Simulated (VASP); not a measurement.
# SiO2 (P-4m2) in VASP: further runs, part 2 of 2

VASP 6.6.1. Earlier steps stand in the parts before.

### 3 Single point, r2SCAN

Input file POSCAR:

```
SiO2
1.0
    6.9111358108      0.0000000000      0.0000000000
    0.0000000000      6.9111358108      0.0000000000
    0.0000000000      0.0000000000      6.4208241540
Si O
5 10
Direct
    0.2694066852      0.0000000000      0.1193275734
    0.0000000000      0.7305933148      0.8806724266
    0.0000000000      0.2694066852      0.8806724266
    0.7305933148      0.0000000000      0.1193275734
    0.0000000000      0.0000000000      0.5000000000
    0.1917332144      0.0000000000      0.3564273193
    0.0000000000      0.8082667856      0.6435726807
    0.0000000000      0.1917332144      0.6435726807
    0.8082667856      0.0000000000      0.3564273193
    0.1912199125      0.1912199125      0.0000000000
    0.1912199125      0.8087800875      0.0000000000
    0.8087800875      0.1912199125      0.0000000000
    0.8087800875      0.8087800875      0.0000000000
    0.5000000000      0.0000000000      0.1205136191
    0.0000000000      0.5000000000      0.8794863809
```

Input file INCAR.step1:

```
PREC = Accurate
ENCUT = 520
ISMEAR = 0
SIGMA = 0.02
LREAL = Auto
LASPH = T
NELM = 80
NBANDS = 53
GGA = PE
ALGO = Normal
EDIFF = 1E-4
LWAVE = T
LCHARG = F
```

Input file INCAR.step2:

```
PREC = Accurate
ENCUT = 520
EDIFF = 1E-6
ISMEAR = 0
SIGMA = 0.02
LREAL = Auto
LASPH = T
NELM = 80
ALGO = Normal
ISIF = 2
LWAVE = F
LCHARG = F
METAGGA = R2SCAN
LMIXTAU = T
NBANDS = 53
ISTART = 1
```

Input file KPOINTS:

```
Automatic mesh
0
Gamma
  4 4 4
```

Potentials or basis: VASP PAW PBE potentials, release 64 (Si, O).

Launch:

```
cat potpaw_PBE.64/Si/POTCAR potpaw_PBE.64/O/POTCAR > POTCAR
cp INCAR.step1 INCAR
mpirun -np 1 vasp_std > vasp.out
cp INCAR.step2 INCAR
mpirun -np 1 vasp_std > vasp.out
```

It took 45 min on 1 thread of Oxide Virtual Turin-like, shared host; peak memory 0.45 GiB.

It converged, with:

```yaml
Free_energy: -148.5224 eV
Pressure: 0.1 GPa
Largest_force: 0.096 eV/Å
Band_gap_on_the_k_mesh: 6.41 eV (least direct gap 6.46 eV)
```

Forces on the atoms (eV/Å):
```
Si   0.094  0.000  0.019
Si   0.000 -0.094 -0.019
Si   0.000  0.094 -0.019
Si  -0.094  0.000  0.019
Si   0.000  0.000  0.000
O   -0.006  0.000 -0.001
O    0.000  0.006  0.001
O    0.000 -0.006  0.001
O    0.006  0.000 -0.001
O   -0.001 -0.001  0.000
O   -0.001  0.001  0.000
O    0.001 -0.001  0.000
O    0.001  0.001  0.000
O    0.000  0.000 -0.007
O    0.000  0.000  0.007
```

Levels at points of the mesh, in eV from the valence-band top:
```csv
k point,band 38,band 39,band 40,band 41,band 42,band 43
"(0.00, 0.00, 0.00)",-0.75,-0.75,-0.05,6.41,9.46,9.48
"(0.50, 0.00, 0.00)",-0.59,-0.38,-0.02,7.23,7.84,9.64
"(0.50, 0.50, 0.00)",-0.39,-0.39,0.00,8.08,8.50,8.50
"(0.00, 0.00, 0.50)",-0.63,-0.46,-0.46,7.52,7.87,9.35
"(0.50, 0.00, 0.50)",-0.46,-0.44,-0.21,8.28,8.59,8.63
"(0.50, 0.50, 0.50)",-0.31,-0.21,-0.21,9.00,9.07,9.07
```

Caveat: the PAW data sets were made with another functional, which shifts forces and pressure a little. A k mesh can miss the band edges.

### 4 Single point, r2SCAN

Input file POSCAR:

```
SiO2
1.0
    6.9114199400      0.0000000000      0.0000000000
    0.0000000000      6.9114199400      0.0000000000
    0.0000000000      0.0000000000      6.4185143800
Si O
5 10
Direct
    0.2694267203      0.0000000000      0.1193034632
    0.0000000000      0.7305732797      0.8806965368
    0.0000000000      0.2694267203      0.8806965368
    0.7305732797      0.0000000000      0.1193034632
    0.0000000000      0.0000000000      0.5000000000
    0.1917607535      0.0000000000      0.3564654584
    0.0000000000      0.8082392465      0.6435345416
    0.0000000000      0.1917607535      0.6435345416
    0.8082392465      0.0000000000      0.3564654584
    0.1912382848      0.1912382848      0.0000000000
    0.1912382848      0.8087617152      0.0000000000
    0.8087617152      0.1912382848      0.0000000000
    0.8087617152      0.8087617152      0.0000000000
    0.5000000000      0.0000000000      0.1204813251
    0.0000000000      0.5000000000      0.8795186749
```

Input file INCAR.step1:

```
SYSTEM = SiO2
PREC = Accurate ; ENCUT = 520
ISMEAR = 0 ; SIGMA = 0.02
LREAL = Auto ; LASPH = .True.
NELM = 100 ; NBANDS = 53
GGA = PE ; ALGO = Normal
EDIFF = 1E-4 ; LWAVE = .True.
LCHARG = .False.
```

Input file INCAR.step2:

```
SYSTEM = SiO2
PREC = Accurate ; ENCUT = 520
EDIFF = 1E-7 ; ISMEAR = 0
SIGMA = 0.02 ; LREAL = Auto
LASPH = .True. ; NELM = 100
ALGO = Normal ; ISIF = 2
LWAVE = .False. ; LCHARG = .False.
METAGGA = R2SCAN ; LMIXTAU = .True.
NBANDS = 53 ; ISTART = 1
```

Input file KPOINTS:

```
regular mesh
0
Gamma
  4 4 4
  0 0 0
```

Launch:

```
cat potpaw_PBE.64/Si/POTCAR potpaw_PBE.64/O/POTCAR > POTCAR
cp INCAR.step1 INCAR
mpirun -np 1 vasp_std > vasp.out
cp INCAR.step2 INCAR
mpirun -np 1 vasp_std > vasp.out
```

It took 46 min on 1 thread of Oxide Virtual Turin-like, shared host; peak memory 0.46 GiB.

Results (log left out):

```
Free energy            : -148.5223 eV
Pressure               : 0.2 GPa
Largest force          : 0.097 eV/Å
Band gap on the k mesh : 6.41 eV (least direct gap 6.46 eV)
```

Forces on the atoms (eV/Å):
```
Si   0.095  0.000  0.019
Si   0.000 -0.095 -0.019
Si   0.000  0.095 -0.019
Si  -0.095  0.000  0.019
Si   0.000  0.000  0.000
O   -0.006  0.000 -0.001
O    0.000  0.006  0.001
O    0.000 -0.006  0.001
O    0.006  0.000 -0.001
O   -0.002 -0.002  0.000
O   -0.002  0.002  0.000
O    0.002 -0.002  0.000
O    0.002  0.002  0.000
O    0.000  0.000 -0.008
O    0.000  0.000  0.008
```

Stress tensor (GPa, compression positive):
```
0.12 0.00 0.00
0.00 0.12 0.00
0.00 0.00 0.21
```

Levels at points of the mesh, in eV from the valence-band top:
```csv
k point,band 37,band 38,band 39,band 40,band 41,band 42,band 43,band 44
"(0.00, 0.00, 0.00)",-0.94,-0.75,-0.75,-0.05,6.41,9.46,9.48,9.68
"(0.50, 0.00, 0.00)",-0.85,-0.59,-0.38,-0.02,7.23,7.84,9.64,9.87
"(0.50, 0.50, 0.00)",-0.40,-0.39,-0.39,0.00,8.08,8.50,8.50,8.59
"(0.00, 0.00, 0.50)",-0.92,-0.63,-0.46,-0.46,7.52,7.88,9.34,9.78
"(0.50, 0.00, 0.50)",-0.68,-0.46,-0.44,-0.21,8.28,8.59,8.64,8.74
"(0.50, 0.50, 0.50)",-0.55,-0.31,-0.21,-0.21,9.00,9.07,9.07,9.10
```

Caveat: the PAW data sets were made with another functional, which shifts forces and pressure a little. A k mesh can miss the band edges.

### 5 Single point, r2SCAN (21.06 Å³/atom)

This run uses another cell than the first one, of 21.06 Å³/atom.

Input file POSCAR:

```
SiO2
1.0
    6.9721633305      0.0000000000      0.0000000000
    0.0000000000      6.9721633305      0.0000000000
    0.0000000000      0.0000000000      6.4981802048
Si O
5 10
Direct
    0.2689559765      0.0000000000      0.1192296571
    0.0000000000      0.7310440235      0.8807703429
    0.0000000000      0.2689559765      0.8807703429
    0.7310440235      0.0000000000      0.1192296571
    0.0000000000      0.0000000000      0.5000000000
    0.1891045497      0.0000000000      0.3540745295
    0.0000000000      0.8108954503      0.6459254705
    0.0000000000      0.1891045497      0.6459254705
    0.8108954503      0.0000000000      0.3540745295
    0.1895050563      0.1895050563      0.0000000000
    0.1895050563      0.8104949437      0.0000000000
    0.8104949437      0.1895050563      0.0000000000
    0.8104949437      0.8104949437      0.0000000000
    0.5000000000      0.0000000000      0.1212878353
    0.0000000000      0.5000000000      0.8787121647
```

Input file INCAR.step1:

```
SYSTEM = SiO2
ALGO = Normal
EDIFF = 1E-4
ENCUT = 520
GGA = PE
ISMEAR = 0
LASPH = .TRUE.
LCHARG = .FALSE.
LREAL = Auto
LWAVE = .TRUE.
NBANDS = 53
NELM = 100
PREC = Accurate
SIGMA = 0.02
```

Input file INCAR.step2:

```
SYSTEM = SiO2
ALGO = Normal
EDIFF = 1E-7
ENCUT = 520
ISIF = 2
ISMEAR = 0
ISTART = 1
LASPH = .TRUE.
LCHARG = .TRUE.
LELF = .TRUE.
LMIXTAU = .TRUE.
LREAL = Auto
LVHAR = .TRUE.
LWAVE = .FALSE.
METAGGA = R2SCAN
NBANDS = 53
NELM = 100
PREC = Accurate
SIGMA = 0.02
```

Input file KPOINTS:

```
k-points
0
G
  4 4 4
  0 0 0
```

Launch:

```
cat potpaw_PBE.64/Si/POTCAR potpaw_PBE.64/O/POTCAR > POTCAR
cp INCAR.step1 INCAR
mpirun -np 1 vasp_std > vasp.out
cp INCAR.step2 INCAR
mpirun -np 1 vasp_std > vasp.out
```

Wall time 49 min (1 thread of Oxide Virtual Turin-like, shared host); peak memory 0.46 GiB.

The run converged. Its results:

```yaml
Free_energy: -148.4623 eV
Pressure: -2.5 GPa
Largest_force: 0.087 eV/Å
Band_gap_on_the_k_mesh: 6.33 eV (least direct gap 6.38 eV)
```

Forces on the atoms (eV/Å):
```
Si   0.086  0.000  0.015
Si   0.000 -0.086 -0.015
Si   0.000  0.086 -0.015
Si  -0.086  0.000  0.015
Si   0.000  0.000  0.000
O   -0.010  0.000  0.000
O    0.000  0.010  0.000
O    0.000 -0.010  0.000
O    0.010  0.000  0.000
O   -0.005 -0.005  0.000
O   -0.005  0.005  0.000
O    0.005 -0.005  0.000
O    0.005  0.005  0.000
O    0.000  0.000  0.000
O    0.000  0.000  0.000
```

Stress tensor (GPa, compression positive):
```
-2.51  0.00  0.00
 0.00 -2.51  0.00
 0.00  0.00 -2.43
```

Levels at points of the mesh, in eV from the valence-band top:
```
           k point  band 36  band 37  band 38  band 39  band 40  band 41  band 42  band 43  band 44  band 45
(0.00, 0.00, 0.00)    -1.07    -0.87    -0.70    -0.70    -0.05     6.33     9.17     9.37     9.70     9.74
(0.50, 0.00, 0.00)    -1.10    -0.79    -0.55    -0.34    -0.02     7.14     7.77     9.52     9.79     9.88
(0.50, 0.50, 0.00)    -1.29    -0.36    -0.35    -0.35     0.00     8.03     8.37     8.37     8.55     9.64
(0.00, 0.00, 0.50)    -1.02    -0.86    -0.58    -0.43    -0.43     7.40     7.80     9.38     9.72     9.88
(0.50, 0.00, 0.50)    -1.05    -0.63    -0.43    -0.42    -0.18     8.14     8.47     8.54     8.64     9.49
(0.50, 0.50, 0.50)    -1.06    -0.52    -0.28    -0.17    -0.17     8.77     8.77     9.06     9.09     9.16
```

Caveat: the PAW data sets were made with another functional, which shifts forces and pressure a little.

### 6 Overview

| cell | gap on the mesh (eV) | pressure (GPa) | largest force (eV/Å) |
| --- | --- | --- | --- |
| a = 6.911, b = 6.911, c = 6.421 Å, 15 atoms, atomic positions A | 6.41 | 0.1 | 0.10 |
| a = 6.911, b = 6.911, c = 6.419 Å, 15 atoms, atomic positions A | 6.41 | 0.2 | 0.10 |
| a = 6.972, b = 6.972, c = 6.498 Å, 15 atoms, atomic positions B | 6.33 | -2.5 | 0.09 |

Alike in all rows: task single point; level r2SCAN; potentials or basis VASP PAW PBE potentials, release 64 (Si, O); no spin polarisation; k mesh 4 × 4 × 4; cutoff (eV) 520; smearing gaussian 0.02 eV.

Caveats: the PAW data sets were made with another functional, which shifts forces and pressure a little.

Absolute energies hang on the potentials; compare differences alone.
